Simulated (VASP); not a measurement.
# AlGaN (P4/mmm) in VASP: a series of runs

AlGaN is run at these levels: PBE; tasks: single point, relaxation of cell and atoms.

Program: VASP 6.6.1. These are calculated values, not measurements. Logs are shortened: lines on timing, memory, paths and dates and some standing lists are left out, and cuts for length are marked.

### Step 1. The cell of the first run

It takes space group P4/mmm (No. 123, tetragonal). Conventional cell: a = 3.973 Å, b = 3.973 Å, c = 3.515 Å, α = 90.00°, β = 90.00°, γ = 90.00°. Within 2.3 Å of Al (site symmetry 4/mmm) lie 2 N at 1.76 Å. Ga (site symmetry 4/mmm) has 4 Al at 2.81 Å and 8 N at 3.31 Å and 2 Ga at 3.51 Å within 3.7 Å. N (site symmetry 4/mmm) has 2 Al at 1.76 Å within 2.3 Å.

The cell was built from a structure type or drawn by symmetry, and may not be a known phase.

### Step 2. Single point, PBE

Contents of INCAR:

```
SYSTEM = AlGaN
ALGO = Normal
EDIFF = 1E-7
ENCUT = 520
GGA = PE
ISIF = 2
ISMEAR = 0
LASPH = .True.
LCHARG = .True.
LELF = .True.
LREAL = .False.
LVHAR = .True.
LWAVE = .False.
NBANDS = 18
NELM = 60
PREC = Accurate
SIGMA = 0.1
```

Contents of KPOINTS:

```
k-points
0
Gamma
  4 4 6
  0 0 0
```

Contents of POSCAR:

```
AlGaN
1.0
    3.9732249662      0.0000000000      0.0000000000
    0.0000000000      3.9732249662      0.0000000000
    0.0000000000      0.0000000000      3.5148684849
Al Ga N
1 1 1
Direct
    0.0000000000      0.0000000000      0.0000000000
    0.5000000000      0.5000000000      0.0000000000
    0.0000000000      0.0000000000      0.5000000000
```

Potentials or basis: VASP PAW PBE potentials, release 64 (Al, Ga_d, N).

The run is started by

```bash
cat potpaw_PBE.64/Al/POTCAR potpaw_PBE.64/Ga_d/POTCAR potpaw_PBE.64/N/POTCAR > POTCAR
mpirun -np 1 vasp_std > vasp.out
```

OUTCAR:

```text
SYSTEM = AlGaN
   EDIFF = 1E-7
   ENCUT = 520
   GGA = PE
   ISIF = 2
   ISMEAR = 0
   LASPH = .True.
   LREAL = .False.
   NELM = 60
   PREC = Accurate

 ion  position               nearest neighbor table
   1  0.000  0.000  0.000-   3 1.76   3 1.76   2 2.81   2 2.81   2 2.81   2 2.81
   2  0.500  0.500  0.000-   1 2.81   1 2.81   1 2.81   1 2.81
   3  0.000  0.000  0.500-   1 1.76   1 1.76

  LATTYP: Found a simple tetragonal cell.
 ALAT       =     3.9732249662
 C/A-ratio  =     0.8846386789

  Lattice vectors:

 A1 = (   3.9732249662,   0.0000000000,   0.0000000000)
 A2 = (   0.0000000000,   3.9732249662,   0.0000000000)
 A3 = (   0.0000000000,   0.0000000000,   3.5148684849)

Analysis of symmetry for initial positions (statically):
=====================================================================
 Subroutine PRICEL returns:
 Original cell was already a primitive cell.

 Routine SETGRP: Setting up the symmetry group for a
 simple tetragonal supercell.

 Subroutine GETGRP returns: Found 16 space group operations
 (whereof 16 operations were pure point group operations)
 out of a pool of 16 trial point group operations.

The static configuration has the point symmetry D_4h.

Analysis of symmetry for dynamics (positions and initial velocities):
=====================================================================
 Subroutine PRICEL returns:
 Original cell was already a primitive cell.

 Routine SETGRP: Setting up the symmetry group for a
 simple tetragonal supercell.

 Subroutine GETGRP returns: Found 16 space group operations
 (whereof 16 operations were pure point group operations)
 out of a pool of 16 trial point group operations.

The dynamic configuration has the point symmetry D_4h.

 Subroutine INISYM returns: Found 16 space group operations
 (whereof 16 operations are pure point group operations),
 and found     1 'primitive' translations

----------------------------------------------------------------------------------------

                                     Primitive cell

  volume of cell :      55.4875

  direct lattice vectors                    reciprocal lattice vectors
     3.973224966  0.000000000  0.000000000     0.251684717  0.000000000  0.000000000
     0.000000000  3.973224966  0.000000000     0.000000000  0.251684717  0.000000000
     0.000000000  0.000000000  3.514868485     0.000000000  0.000000000  0.284505666

  length of vectors
     3.973224966  3.973224966  3.514868485     0.251684717  0.251684717  0.284505666

  position of ions in fractional coordinates (direct lattice)
     0.000000000  0.000000000  0.000000000
     0.500000000  0.500000000  0.000000000
     0.000000000  0.000000000  0.500000000

  ion indices of the primitive-cell ions
   primitive index   ion index
                 1           1
                 2           2
                 3           3

----------------------------------------------------------------------------------------

 KPOINTS: k-points

Automatic generation of k-mesh.
 Grid dimensions read from file:
 generate k-points for:    4    4    6

 Generating k-lattice:

  Cartesian coordinates                     Fractional coordinates (reciprocal lattice)
     0.062921179  0.000000000  0.000000000     0.250000000  0.000000000  0.000000000
     0.000000000  0.062921179  0.000000000     0.000000000  0.250000000  0.000000000
     0.000000000  0.000000000  0.047417611     0.000000000  0.000000000  0.166666667

  Length of vectors
     0.062921179  0.062921179  0.047417611

  Shift w.r.t. Gamma in fractional coordinates (k-lattice)
     0.000000000  0.000000000  0.000000000

 Subroutine IBZKPT returns following result:
 ===========================================

 Found     24 irreducible k-points:

 Following reciprocal coordinates:
            Coordinates               Weight
  0.000000  0.000000  0.000000      1.000000
  0.250000  0.000000  0.000000      4.000000
  0.500000  0.000000  0.000000      2.000000
  0.250000  0.250000  0.000000      4.000000
  0.500000  0.250000  0.000000      4.000000
  0.500000  0.500000  0.000000      1.000000
[... 16 lines left out ...]
  0.500000  0.250000  0.500000      4.000000
  0.500000  0.500000  0.500000      1.000000
   k-points           NKPTS =     24   k-points in BZ     NKDIM =     24   number of bands    NBANDS=     18
   number of dos      NEDOS =    301   number of ions     NIONS =      3
   total plane-waves  NPLWV =  25200
   dimension x,y,z NGX =    30 NGY =   30 NGZ =   28
   dimension x,y,z NGXF=    60 NGYF=   60 NGZF=   56
   ions per type =               1   1   1
   NGX,Y,Z   is equivalent  to a cutoff of  12.55, 12.55, 13.24 a.u.
   NGXF,Y,Z  is equivalent  to a cutoff of  25.10, 25.10, 26.49 a.u.
 SYSTEM =  AlGaN
   PREC   = accura    normal or accurate (medium, high low for compatibility)
   ISTART =      0    job   : 0-new  1-cont  2-samecut
   ICHARG =      2    charge: 1-file 2-atom 10-const
   ISPIN  =      1    spin polarized calculation?
   LNONCOLLINEAR =      F non collinear calculations
   LSORBIT =      F    spin-orbit coupling
   LASPH  =      T    aspherical Exc in radial PAW
   ENCUT  =  520.0 eV  38.22 Ry    6.18 a.u.   7.39  7.39  6.54*2*pi/ulx,y,z
   NELM   =     60;   NELMIN=  2; NELMDL= -5     # of ELM steps
   EDIFF  = 0.1E-06   stopping-criterion for ELM
   LREAL  =      F    real-space projection
   EDIFFG = 0.1E-05   stopping-criterion for IOM
   NSW    =      0    number of steps for IOM
   IBRION =     -1    ionic relax: 0-MD 1-quasi-New 2-CG
   NFREE  =      0    steps in history (QN), initial steepest desc. (CG)
   ISIF   =      2    stress and relaxation
   ISYM   =      2    0-nonsym 1-usesym 2-fastsym
   POTIM  = 0.5000    time-step for ionic-motion
   TEBEG  =    0.0;   TEEND  =   0.0 temperature during run
   PSTRESS=    0.0 pullay stress
   NELECT =      21.0000    total number of electrons
   NUPDOWN=      -1.0000    fix difference up-down
   EMIN   =  10.00;   EMAX   =-10.00  energy-range for DOS
   EFERMI =   0.00;   METHOD = LEGACY
   ISMEAR =     0;   SIGMA  =   0.10  broadening in eV -4-tet -1-fermi 0-gaus
   EFERMI_NEDOS =   21; number of points for ismear=-14 and -15
   IALGO  =     38    algorithm
   IMIX   =      4    mixing-type and parameters
     AMIX     =   0.40;   BMIX     =  1.00
     AMIX_MAG =   1.60;   BMIX_MAG =  1.00
  volume/ion in A,a.u.               =      18.50       124.82
  Fermi-wavevector in a.u.,A,eV,Ry     =   1.184176  2.237768 19.079069  1.402272
  Thomas-Fermi vector in A             =   2.320395
   LORBIT       =      0    0 simple, 1 ext, 2 COOP (PROOUT), +10 PAW based schemes
   GGA     = PE    functional components
   LHFCALC =     F    Hartree Fock is set to
   AEXX    =    0.0000 exact exchange contribution
   IVDW    =     0    specifies the selected vdW correction
   LEPSILON=     F    determine dielectric tensor
   LRPA    =     F    only Hartree local field effects (RPA)
 non-spin polarized calculation
 Gauss-broadening in eV      SIGMA  =   0.10
  energy-cutoff  :      520.00
  volume of cell :       55.49
 maximum number of plane-waves:      1532
 NGX is ok and might be reduce to    30
   NGX = 15   NGY = 15   NGZ = 13

 number of electron      20.9999993 magnetization

 Free energy of the ion-electron system (eV)
  ---------------------------------------------------
  ext. energy  EPLUGINS =         0.00000000
  ---------------------------------------------------
  free energy    TOTEN  =       -13.79923426 eV

  energy without entropy =      -13.78635051  energy(sigma->0) =      -13.79279238

 E-fermi :   3.6725     XC(G=0):  -9.4132

 val. band max:        3.6541389774   @ k =   0.2500   0.2500   0.1667
 cond. band min:       3.7150341896   @ k =   0.5000   0.2500   0.1667
 fundamental gap:      0.0608952122
 Fermi energy:         3.6725070382

 k-point     1 :       0.0000    0.0000    0.0000
  band No.  band energies     occupation
      1     -11.5987      2.00000
      2     -11.5022      2.00000
      3     -11.5022      2.00000
      4     -11.4920      2.00000
      5     -11.4822      2.00000
      6     -10.6243      2.00000
[... 10 lines left out ...]
     17      13.5816      0.00000
     18      14.3665      0.00000

 k-point     2 :       0.2500    0.0000    0.0000
  band No.  band energies     occupation
      1     -11.5907      2.00000
      2     -11.5053      2.00000
      3     -11.5019      2.00000
      4     -11.4974      2.00000
      5     -11.4732      2.00000
      6     -10.5266      2.00000
[... 10 lines left out ...]
     17      12.2819      0.00000
     18      14.3249      0.00000

 k-point     3 :       0.5000    0.0000    0.0000
  band No.  band energies     occupation
      1     -11.5839      2.00000
      2     -11.5084      2.00000
      3     -11.5029      2.00000
      4     -11.5016      2.00000
      5     -11.4638      2.00000
      6     -10.4219      2.00000
[... 10 lines left out ...]
     17      13.9346      0.00000
     18      15.7962      0.00000

 k-point     4 :       0.2500    0.2500    0.0000
  band No.  band energies     occupation
      1     -11.5851      2.00000
      2     -11.5175      2.00000
      3     -11.5050      2.00000
      4     -11.5047      2.00000
      5     -11.4643      2.00000
      6     -10.4247      2.00000
[... 375 lines left out ...]
      4     -11.5016      2.00000
      5     -11.4618      2.00000
      6      -9.8128      2.00000
[... 10 lines left out ...]
     17      12.7164      0.00000
     18      13.2377      0.00000

 k-point    23 :       0.5000    0.2500    0.5000
  band No.  band energies     occupation
      1     -11.5368      2.00000
      2     -11.5276      2.00000
      3     -11.5242      2.00000
      4     -11.5088      2.00000
      5     -11.4525      2.00000
      6      -9.7685      2.00000
[... 10 lines left out ...]
     17      13.0843      0.00000
     18      14.8159      0.00000

 k-point    24 :       0.5000    0.5000    0.5000
  band No.  band energies     occupation
      1     -11.5289      2.00000
      2     -11.5289      2.00000
      3     -11.5227      2.00000
      4     -11.5181      2.00000
      5     -11.4439      2.00000
      6      -9.7416      2.00000
[... 10 lines left out ...]
     17      16.4935      0.00000
     18      16.7230      0.00000

------------------------ aborting loop because EDIFF is reached ----------------------------------------

  FORCE on cell =-STRESS in cart. coord.  units (eV):
  Direction    XX          YY          ZZ          XY          YZ          ZX
  --------------------------------------------------------------------------------------
  -------------------------------------------------------------------------------------
  Total       -0.1378938     -0.1378938      0.0567819      0.0000000      0.0000000     -0.0000000
  in kB       -3.9816220     -3.9816220      1.6395526      0.0000000      0.0000000     -0.0000000
  external PRESSURE =      -2.1078971 kB  Pullay stress =       0.0000000 kB

 VOLUME and BASIS-vectors are now :
 -----------------------------------------------------------------------------
  energy-cutoff  :      520.00
  volume of cell :       55.49
      direct lattice vectors                 reciprocal lattice vectors
     3.973224966  0.000000000  0.000000000     0.251684717  0.000000000  0.000000000
     0.000000000  3.973224966  0.000000000     0.000000000  0.251684717  0.000000000
     0.000000000  0.000000000  3.514868485     0.000000000  0.000000000  0.284505666

 POSITION                                       TOTAL-FORCE (eV/Angst)
 -----------------------------------------------------------------------------------
      0.00000      0.00000      0.00000         0.000000      0.000000      0.000000
      1.98661      1.98661      0.00000         0.000000      0.000000      0.000000
      0.00000      0.00000      1.75743         0.000000      0.000000      0.000000
 -----------------------------------------------------------------------------------
    total drift:                                0.000000      0.000000     -0.000000

  FREE ENERGIE OF THE ION-ELECTRON SYSTEM (eV)
  ---------------------------------------------------
  free  energy   TOTEN  =       -13.7992342585 eV

  energy  without entropy=      -13.7863505066  energy(sigma->0) =      -13.79279238
```

Run time: 13 s. Hardware: 1 thread of Intel Xeon 6975P-C (Granite Rapids), shared host; peak memory 0.17 GiB.

What came out:

```
Free energy            : -13.7992 eV
Pressure               : -0.2 GPa
Band gap on the k mesh : zero (an odd number of electrons rules out a gap without spin polarisation)
```

Stress tensor (GPa, compression positive):
```
-0.40  0.00  0.00
 0.00 -0.40  0.00
 0.00  0.00  0.16
```

Levels at points of the mesh, in eV from the Fermi level:
| k point | band 7 | band 8 | band 9 | band 10 | band 11 | band 12 | band 13 | band 14 |
| --- | --- | --- | --- | --- | --- | --- | --- | --- |
| (0.00, 0.00, 0.00) | -6.74 | -4.07 | -2.60 | -2.60 | 3.17 | 3.17 | 3.39 | 3.90 |
| (0.50, 0.00, 0.00) | -7.15 | -3.93 | -2.39 | -2.01 | -0.75 | 2.19 | 4.85 | 5.74 |
| (0.50, 0.50, 0.00) | -5.45 | -4.43 | -4.43 | -3.86 | 1.71 | 1.87 | 1.87 | 5.97 |
| (0.00, 0.00, 0.50) | -8.17 | -3.07 | -1.48 | -1.48 | -0.32 | 1.30 | 1.30 | 5.45 |
| (0.50, 0.00, 0.50) | -6.79 | -5.43 | -3.11 | -1.37 | 0.37 | 2.04 | 3.23 | 4.21 |
| (0.50, 0.50, 0.50) | -6.10 | -4.09 | -2.24 | -2.24 | -1.73 | -1.73 | 0.45 | 4.73 |

Caveat: the k points lie up to 0.40 Å⁻¹ apart, too coarse for converged energies and pressures of a metal.

(Continued in part 2 of 2.)
